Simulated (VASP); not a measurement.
# GaN (F-43m) in VASP: notebook, part 2 of 2

VASP 6.6.1. The steps go on from the part before.

## Step 3: Single point, PBE

This run uses another cell than the first one, of 11.44 Å³/atom, 1.020 times its volume.

INCAR

```
PREC = Accurate
ENCUT = 520
EDIFF = 1E-7
ISMEAR = -1
SIGMA = 0.05
LREAL = False
LASPH = True
NELM = 100
ALGO = Normal
ISIF = 2
LWAVE = False
LCHARG = False
GGA = PE
NBANDS = 16
```

KPOINTS

```
regular mesh
0
Gamma
  10 10 10
```

POSCAR

```
GaN
1.0
    0.0000000000      2.2535006075      2.2535006075
    2.2535006075      0.0000000000      2.2535006075
    2.2535006075      2.2535006075      0.0000000000
Ga N
1 1
Direct
    0.0000000000      0.0000000000      0.0000000000
    0.2500000000      0.2500000000      0.2500000000
```

Potentials or basis: VASP PAW PBE potentials, release 64 (Ga_d, N).

Command:

```bash
$ cat potpaw_PBE.64/Ga_d/POTCAR potpaw_PBE.64/N/POTCAR > POTCAR
$ mpirun -np 1 vasp_std > vasp.out
```

OUTCAR:

```text
PREC = Accurate
   ENCUT = 520
   EDIFF = 1E-7
   ISMEAR = -1
   LREAL = False
   LASPH = True
   NELM = 100
   ISIF = 2
   GGA = PE

 ion  position               nearest neighbor table
   1  0.000  0.000  0.000-   2 1.95   2 1.95   2 1.95   2 1.95
   2  0.250  0.250  0.250-   1 1.95   1 1.95   1 1.95   1 1.95

  LATTYP: Found a face centered cubic cell.
 ALAT       =     4.5070012150

  Lattice vectors:

 A1 = (   0.0000000000,   2.2535006075,   2.2535006075)
 A2 = (   2.2535006075,   0.0000000000,   2.2535006075)
 A3 = (   2.2535006075,   2.2535006075,   0.0000000000)
[... 623 lines left out ...]
      4      -7.9358      2.00000
      5      -7.7802      2.00000
      6      -6.9183      2.00000
[... 8 lines left out ...]
     15      27.5928      0.00000
     16      27.7094      0.00000

 [... further k-points ...]
[... 5 lines left out ...]
  --------------------------------------------------------------------------------------
  -------------------------------------------------------------------------------------
  Total        0.7234692      0.7234692      0.7234692      0.0000000      0.0000000      0.0000000
  in kB       50.6439504     50.6439504     50.6439504      0.0000000      0.0000000      0.0000000
  external PRESSURE =      50.6439504 kB  Pullay stress =       0.0000000 kB

 VOLUME and BASIS-vectors are now :
 -----------------------------------------------------------------------------
  energy-cutoff  :      520.00
  volume of cell :       22.89
      direct lattice vectors                 reciprocal lattice vectors
     0.000000000  2.253500607  2.253500607    -0.221877020  0.221877020  0.221877020
     2.253500607  0.000000000  2.253500607     0.221877020 -0.221877020  0.221877020
     2.253500607  2.253500607  0.000000000     0.221877020  0.221877020 -0.221877020

 POSITION                                       TOTAL-FORCE (eV/Angst)
 -----------------------------------------------------------------------------------
      0.00000      0.00000      0.00000        -0.000000     -0.000000     -0.000000
      1.12675      1.12675      1.12675         0.000000      0.000000      0.000000
 -----------------------------------------------------------------------------------
    total drift:                                0.000002      0.000002      0.000002

  FREE ENERGIE OF THE ION-ELECTRON SYSTEM (eV)
  ---------------------------------------------------
  free  energy   TOTEN  =       -12.1432071382 eV

  energy  without entropy=      -12.1432071379  energy(sigma->0) =      -12.14320714
```

OSZICAR:

```text
N       E                     dE             d eps       ncg     rms          rms(c)
DAV:   1     0.781510897327E+02    0.78151E+02   -0.93209E+03  1696   0.201E+03
DAV:   2    -0.861578030273E+01   -0.86767E+02   -0.81062E+02  1688   0.322E+02
DAV:   3    -0.140857856889E+02   -0.54700E+01   -0.54457E+01  1792   0.696E+01
DAV:   4    -0.141430386315E+02   -0.57253E-01   -0.57247E-01  1880   0.763E+00
DAV:   5    -0.141437961209E+02   -0.75749E-03   -0.75749E-03  1816   0.772E-01    0.772E+00
DAV:   6    -0.121423174684E+02    0.20015E+01   -0.49121E+00  2280   0.397E+01    0.268E+00
DAV:   7    -0.121508278854E+02   -0.85104E-02   -0.31945E-01  1600   0.658E+00    0.177E+00
DAV:   8    -0.121471608478E+02    0.36670E-02   -0.57898E-02  1776   0.326E+00    0.794E-01
DAV:   9    -0.121429381854E+02    0.42227E-02   -0.14295E-02  2272   0.272E+00    0.201E-01
DAV:  10    -0.121433030897E+02   -0.36490E-03   -0.15172E-03  1696   0.537E-01    0.994E-02
DAV:  11    -0.121432021217E+02    0.10097E-03   -0.28811E-04  2248   0.260E-01    0.824E-03
DAV:  12    -0.121432074626E+02   -0.53409E-05   -0.30802E-05  1672   0.526E-02    0.106E-02
DAV:  13    -0.121432072172E+02    0.24540E-06   -0.75087E-07  1880   0.142E-02    0.311E-03
DAV:  14    -0.121432071382E+02    0.78959E-07   -0.51262E-08  1328   0.285E-03
   1 F= -.12143207E+02 E0= -.12143207E+02  d E =-.298339E-09
```

stdout:

```text
POSCAR found type information on POSCAR GaN
 POSCAR found :  2 types and       2 ions
 scaLAPACK will be used
 LDA part: xc-table for (Slater+PW92), standard interpolation
 POSCAR, INCAR and KPOINTS ok, starting setup
 FFT: planning ... GRIDC
 FFT: planning ... GRID_SOFT
 FFT: planning ... GRID
 WAVECAR not read
 entering main loop
```

Wall time 13 s (1 thread of Intel Xeon Platinum 8259CL at 2.50GHz (Skylake/Cascade Lake), shared host); peak memory 0.14 GiB.

Results:

| Property | Result |
| --- | --- |
| Free energy | -12.1432 eV |
| Pressure | 5.1 GPa |
| Band gap on the k mesh | 1.72 eV, direct |

## Step 4: Single point, PBE

This run uses another cell than the first one, of 11.67 Å³/atom, 1.041 times its volume.

INCAR

```
SYSTEM = GaN
PREC = Accurate
ENCUT = 520
EDIFF = 1E-6
ISMEAR = -1
SIGMA = 0.05
LREAL = .FALSE.
LASPH = .TRUE.
NELM = 80
ALGO = Normal
ISIF = 2
LWAVE = .FALSE.
LCHARG = .FALSE.
GGA = PE
NBANDS = 16
```

KPOINTS

```
regular mesh
0
G
  10 10 10
  0 0 0
```

POSCAR

```
GaN
1.0
    0.0000000000      2.2684248875      2.2684248875
    2.2684248875      0.0000000000      2.2684248875
    2.2684248875      2.2684248875      0.0000000000
Ga N
1 1
Direct
    0.0000000000      0.0000000000      0.0000000000
    0.2500000000      0.2500000000      0.2500000000
```

Command:

```bash
$ cat potpaw_PBE.64/Ga_d/POTCAR potpaw_PBE.64/N/POTCAR > POTCAR
$ mpirun -np 1 vasp_std > vasp.out
```

Run time: 11 s. Hardware: 1 thread of Intel Xeon Platinum 8259CL at 2.50GHz (Skylake/Cascade Lake), shared host; peak memory 0.14 GiB.

It converged, with:

```
Free energy            : -12.1526 eV
Pressure               : 1.4 GPa
Band gap on the k mesh : 1.60 eV, direct
```

Levels at points of the mesh, in eV from the valence-band top:
```csv
k point,band 5,band 6,band 7,band 8,band 9,band 10,band 11,band 12,band 13,band 14
"(0.00, 0.00, 0.00)",-13.13,-13.13,0.00,0.00,0.00,1.60,10.18,10.18,10.18,17.34
"(0.50, 0.00, 0.00)",-13.08,-11.88,-6.91,-0.94,-0.94,4.50,8.63,10.26,10.26,15.47
"(0.50, 0.50, 0.00)",-13.05,-11.45,-6.04,-2.63,-2.63,3.35,6.54,11.57,13.75,13.75
```

## Step 5: Overview

```csv
cell,gap on the mesh (eV),pressure (GPa)
"a = 3.166 Å, angles 60.0°, 2 atoms",1.85,9.1
"a = 3.187 Å, angles 60.0°, 2 atoms",1.72,5.1
"a = 3.208 Å, angles 60.0°, 2 atoms",1.60,1.4
```

Alike in all rows: task single point; level PBE; potentials or basis VASP PAW PBE potentials, release 64 (Ga_d, N); no spin polarisation; k mesh 10 × 10 × 10; cutoff (eV) 520; smearing fermi-dirac 0.05 eV.

Absolute energies hang on the potentials; compare differences alone.
